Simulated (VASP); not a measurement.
Input of a VASP 6.6.1 run:

POSCAR

```
Au
1.0
    2.8902925737      0.0000000000      0.0000000000
   -1.4451462869      2.5030667932      0.0000000000
    0.0000000000      0.0000000000      4.8647156939
Au
2
Direct
    0.3333333333      0.6666666667      0.7500000000
    0.6666666667      0.3333333333      0.2500000000
```

INCAR.step1

```
SYSTEM = Au
PREC     = Accurate       ! precision mode
ENCUT    = 520            ! plane-wave cutoff, eV
ISMEAR   = 0              ! smearing method
SIGMA    = 0.1            ! smearing width, eV
LREAL    = .FALSE.        ! projectors in reciprocal space
LASPH    = .TRUE.         ! aspherical terms in the spheres
NELM     = 100            ! most SCF steps
NBANDS   = 18             ! bands
GGA      = PE             ! functional
ALGO     = Normal         ! electronic algorithm
EDIFF    = 1E-4           ! SCF threshold, eV
LWAVE    = .TRUE.         ! write WAVECAR
LCHARG   = .FALSE.        ! write CHGCAR
```

Contents of INCAR.step2:

```
SYSTEM = Au
PREC     = Accurate       ! precision mode
ENCUT    = 520            ! plane-wave cutoff, eV
EDIFF    = 1E-6           ! SCF threshold, eV
ISMEAR   = 0              ! smearing method
SIGMA    = 0.1            ! smearing width, eV
LREAL    = .FALSE.        ! projectors in reciprocal space
LASPH    = .TRUE.         ! aspherical terms in the spheres
NELM     = 100            ! most SCF steps
ALGO     = Normal         ! electronic algorithm
ISIF     = 2              ! what is computed and relaxed
LWAVE    = .FALSE.        ! write WAVECAR
LCHARG   = .FALSE.        ! write CHGCAR
METAGGA  = R2SCAN         ! meta-GGA
LMIXTAU  = .TRUE.       
NBANDS   = 18             ! bands
ISTART   = 1
```

KPOINTS

```
regular mesh
0
G
  18 18 10
  0 0 0
```

Potentials or basis: VASP PAW PBE potentials, release 64 (Au).

Launch:

```sh
$ cat potpaw_PBE.64/Au/POTCAR > POTCAR
$ cp INCAR.step1 INCAR
$ mpirun -np 1 vasp_std > vasp.out
$ cp INCAR.step2 INCAR
$ mpirun -np 1 vasp_std > vasp.out
```

Task: Estimate the band gap on the k mesh.

Result: Zero (bands 11 and 12 overlap by 7.15 eV).

Task: What does it give for the pressure?

Result: 0.3 GPa.

Caveat: the PAW data sets were made with another functional, which shifts forces and pressure a little; spin-orbit coupling is left out, which moves the levels of the heavy elements.
